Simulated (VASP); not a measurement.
# Rh (P6_3/mmc) in VASP: further runs

Rh is run at these levels: PBE; tasks: single point.

Program: VASP 6.6.1. These are calculated values, not measurements. Logs are shortened: lines on timing, memory, paths and dates and some standing lists are left out, and cuts for length are marked.

## Step 1: The cell of the first run

It takes space group P6_3/mmc (No. 194, hexagonal). Conventional cell: a = 2.614 Å, b = 2.614 Å, c = 4.336 Å, α = 90.00°, β = 90.00°, γ = 120.00°. Within 3.4 Å of Rh (site symmetry -6m2) lie 12 Rh at 2.61 to 2.64 Å.

This isn't the form of Rh at room conditions, which is fcc.

## Step 2: Single point, PBE (12.83 Å³/atom)

INCAR

```
  PREC = Accurate
  ENCUT = 520
  EDIFF = 1E-7
  ISMEAR = 0
  SIGMA = 0.15
  LREAL = F
  LASPH = T
  NELM = 80
  ALGO = Fast
  ISIF = 2
  LWAVE = F
  LCHARG = F
  GGA = PE
  NBANDS = 22
```

KPOINTS

```
regular mesh
0
Gamma
  21 21 12
```

POSCAR

```
Rh
1.0
    2.6141881890      0.0000000000      0.0000000000
   -1.3070940945      2.2639533819      0.0000000000
    0.0000000000      0.0000000000      4.3356311114
Rh
2
Direct
    0.6666666667      0.3333333333      0.7500000000
    0.3333333333      0.6666666667      0.2500000000
```

Potentials or basis: VASP PAW PBE potentials, release 64 (Rh_pv).

Command:

```sh
$ cat potpaw_PBE.64/Rh_pv/POTCAR > POTCAR
$ mpirun -np 1 vasp_std > vasp.out
```

OUTCAR:

```text
PREC = Accurate
   ENCUT = 520
   EDIFF = 1E-7
   ISMEAR = 0
   LREAL = F
   LASPH = T
   NELM = 80
   ISIF = 2
   GGA = PE

 ion  position               nearest neighbor table
   1  0.667  0.333  0.750-   2 2.64   2 2.64   2 2.64   2 2.64   2 2.64   2 2.64
   2  0.333  0.667  0.250-   1 2.64   1 2.64   1 2.64   1 2.64   1 2.64   1 2.64

  LATTYP: Found a hexagonal cell.
 ALAT       =     2.6141881890
 C/A-ratio  =     1.6585000000

  Lattice vectors:

 A1 = (   2.6141881890,   0.0000000000,   0.0000000000)
 A2 = (  -1.3070940945,   2.2639533819,   0.0000000000)
 A3 = (   0.0000000000,   0.0000000000,   4.3356311114)

Analysis of symmetry for initial positions (statically):
=====================================================================
 Subroutine PRICEL returns:
 Original cell was already a primitive cell.

 Routine SETGRP: Setting up the symmetry group for a
 hexagonal supercell.

 Subroutine GETGRP returns: Found 24 space group operations
 (whereof 12 operations were pure point group operations)
 out of a pool of 24 trial point group operations.

The static configuration has the point symmetry D_3d.
 The point group associated with its full space group is D_6h.

Analysis of symmetry for dynamics (positions and initial velocities):
=====================================================================
 Subroutine PRICEL returns:
 Original cell was already a primitive cell.

 Routine SETGRP: Setting up the symmetry group for a
 hexagonal supercell.

 Subroutine GETGRP returns: Found 24 space group operations
 (whereof 12 operations were pure point group operations)
 out of a pool of 24 trial point group operations.

The dynamic configuration has the point symmetry D_3d.
 The point group associated with its full space group is D_6h.

 Subroutine INISYM returns: Found 24 space group operations
 (whereof 12 operations are pure point group operations),
 and found     1 'primitive' translations

----------------------------------------------------------------------------------------

                                     Primitive cell

  volume of cell :      25.6600

  direct lattice vectors                    reciprocal lattice vectors
     2.614188189  0.000000000  0.000000000     0.382527931  0.220852604  0.000000000
[... 80 lines left out ...]
   ISPIN  =      1    spin polarized calculation?
   LNONCOLLINEAR =      F non collinear calculations
   LSORBIT =      F    spin-orbit coupling
   LASPH  =      T    aspherical Exc in radial PAW
   ENCUT  =  520.0 eV  38.22 Ry    6.18 a.u.   4.86  4.86  8.06*2*pi/ulx,y,z
   NELM   =     80;   NELMIN=  2; NELMDL= -5     # of ELM steps
   EDIFF  = 0.1E-06   stopping-criterion for ELM
   LREAL  =      F    real-space projection
   EDIFFG = 0.1E-05   stopping-criterion for IOM
   NSW    =      0    number of steps for IOM
   IBRION =     -1    ionic relax: 0-MD 1-quasi-New 2-CG
   NFREE  =      0    steps in history (QN), initial steepest desc. (CG)
   ISIF   =      2    stress and relaxation
   ISYM   =      2    0-nonsym 1-usesym 2-fastsym
   POTIM  = 0.5000    time-step for ionic-motion
   TEBEG  =    0.0;   TEEND  =   0.0 temperature during run
   PSTRESS=    0.0 pullay stress
   NELECT =      30.0000    total number of electrons
   NUPDOWN=      -1.0000    fix difference up-down
   EMIN   =  10.00;   EMAX   =-10.00  energy-range for DOS
   EFERMI =   0.00;   METHOD = LEGACY
   ISMEAR =     0;   SIGMA  =   0.15  broadening in eV -4-tet -1-fermi 0-gaus
   EFERMI_NEDOS =   21; number of points for ismear=-14 and -15
   IALGO  =     68    algorithm
   IMIX   =      4    mixing-type and parameters
     AMIX     =   0.40;   BMIX     =  1.00
     AMIX_MAG =   1.60;   BMIX_MAG =  1.00
  volume/ion in A,a.u.               =      12.83        86.58
  Fermi-wavevector in a.u.,A,eV,Ry     =   1.724632  3.259081 40.468550  2.974355
  Thomas-Fermi vector in A             =   2.800284
   LORBIT       =      0    0 simple, 1 ext, 2 COOP (PROOUT), +10 PAW based schemes
   GGA     = PE    functional components
   LHFCALC =     F    Hartree Fock is set to
   AEXX    =    0.0000 exact exchange contribution
   IVDW    =     0    specifies the selected vdW correction
   LEPSILON=     F    determine dielectric tensor
   LRPA    =     F    only Hartree local field effects (RPA)
 non-spin polarized calculation
 RMM-DIIS sequential band-by-band and
 Gauss-broadening in eV      SIGMA  =   0.15
  energy-cutoff  :      520.00
  volume of cell :       25.66
 maximum number of plane-waves:       711
 NGX is ok and might be reduce to    20
   NGX =  9   NGY =  9   NGZ = 17

 number of electron      30.0000008 magnetization

 Free energy of the ion-electron system (eV)
  ---------------------------------------------------
  ext. energy  EPLUGINS =         0.00000000
  ---------------------------------------------------
  free energy    TOTEN  =       -14.22400064 eV

  energy without entropy =      -14.19231954  energy(sigma->0) =      -14.20816009

 E-fermi :  13.3070     XC(G=0): -14.4810

 val. band max:       13.3065561427   @ k =   0.1905   0.1429   0.4167
 cond. band min:      13.3112236807   @ k =   0.2857   0.0952   0.4167
 fundamental gap:      0.0046675379
 Fermi energy:        13.3070338764

 k-point     1 :       0.0000    0.0000    0.0000
  band No.  band energies     occupation
      1     -34.1663      2.00000
      2     -33.3682      2.00000
      3     -33.3682      2.00000
      4     -33.2724      2.00000
      5     -33.2521      2.00000
      6     -33.2521      2.00000
[... 589 lines left out ...]
     21      29.9624      0.00000
     22      31.0982      0.00000

 [... further k-points ...]

------------------------ aborting loop because EDIFF is reached ----------------------------------------

  FORCE on cell =-STRESS in cart. coord.  units (eV):
  Direction    XX          YY          ZZ          XY          YZ          ZX
  --------------------------------------------------------------------------------------
  -------------------------------------------------------------------------------------
  Total        5.4605111      5.4605111      3.9042314      0.0000000     -0.0000000      0.0000000
  in kB      340.9472740    340.9472740    243.7751756      0.0000000     -0.0000000      0.0000000
  external PRESSURE =     308.5565746 kB  Pullay stress =       0.0000000 kB

 VOLUME and BASIS-vectors are now :
 -----------------------------------------------------------------------------
  energy-cutoff  :      520.00
  volume of cell :       25.66
      direct lattice vectors                 reciprocal lattice vectors
     2.614188189  0.000000000  0.000000000     0.382527931  0.220852604  0.000000000
    -1.307094095  2.263953382  0.000000000     0.000000000  0.441705208  0.000000000
     0.000000000  0.000000000  4.335631111     0.000000000  0.000000000  0.230646929

 POSITION                                       TOTAL-FORCE (eV/Angst)
 -----------------------------------------------------------------------------------
      1.30709      0.75465      3.25172         0.000000     -0.000000      0.000000
     -0.00000      1.50930      1.08391        -0.000000      0.000000      0.000000
 -----------------------------------------------------------------------------------
    total drift:                                0.000000     -0.000000      0.000000

  FREE ENERGIE OF THE ION-ELECTRON SYSTEM (eV)
  ---------------------------------------------------
  free  energy   TOTEN  =       -14.2240006403 eV

  energy  without entropy=      -14.1923195402  energy(sigma->0) =      -14.20816009
```

OSZICAR:

```text
N       E                     dE             d eps       ncg     rms          rms(c)
DAV:   1     0.330215699179E+03    0.33022E+03   -0.18965E+04 14816   0.161E+03
DAV:   2    -0.776792626682E+01   -0.33798E+03   -0.32593E+03 15378   0.480E+02
DAV:   3    -0.151062784123E+02   -0.73384E+01   -0.72998E+01 17436   0.796E+01
DAV:   4    -0.151544554002E+02   -0.48177E-01   -0.48173E-01 16384   0.650E+00
DAV:   5    -0.151552126816E+02   -0.75728E-03   -0.75727E-03 17532   0.839E-01    0.175E+01
RMM:   6    -0.142742832063E+02    0.88093E+00   -0.17914E+00 15266   0.116E+01    0.685E+00
RMM:   7    -0.142306797861E+02    0.43603E-01   -0.13136E-01 15675   0.306E+00    0.248E+00
RMM:   8    -0.142248538153E+02    0.58260E-02   -0.24819E-02 16266   0.151E+00    0.489E-01
RMM:   9    -0.142239810810E+02    0.87273E-03   -0.21311E-03 17481   0.455E-01    0.310E-02
RMM:  10    -0.142240030534E+02   -0.21972E-04   -0.26956E-04 17531   0.173E-01    0.201E-02
RMM:  11    -0.142240001027E+02    0.29507E-05   -0.15232E-05 18464   0.410E-02    0.439E-03
RMM:  12    -0.142240001239E+02   -0.21246E-07   -0.39229E-06 18126   0.191E-02    0.157E-03
RMM:  13    -0.142240006336E+02   -0.50969E-06   -0.10214E-06 18093   0.935E-03    0.264E-04
RMM:  14    -0.142240006403E+02   -0.66238E-08   -0.19652E-07 11306   0.409E-03
   1 F= -.14224001E+02 E0= -.14208160E+02  d E =-.316811E-01
```

stdout:

```text
POSCAR found type information on POSCAR Rh
 POSCAR found :  1 types and       2 ions
 scaLAPACK will be used
 LDA part: xc-table for (Slater+PW92), standard interpolation
 POSCAR, INCAR and KPOINTS ok, starting setup
 FFT: planning ... GRIDC
 FFT: planning ... GRID_SOFT
 FFT: planning ... GRID
 WAVECAR not read
 entering main loop
WARNING in EDDRMM: call to ZHEGV failed, returncode =   8  4     22
```

Wall time 4 min (1 thread of Intel Xeon 8259CL, shared host); peak memory 0.26 GiB.

What came out:

| Property | Result |
| --- | --- |
| Free energy | -14.2240 eV |
| Pressure | 30.9 GPa |
| Band gap on the k mesh | zero (bands 15 and 16 overlap by 2.71 eV) |

Caveat: the stress differs along the axes, from 24 to 34 GPa.

(Part 1 of 2 ends here.)
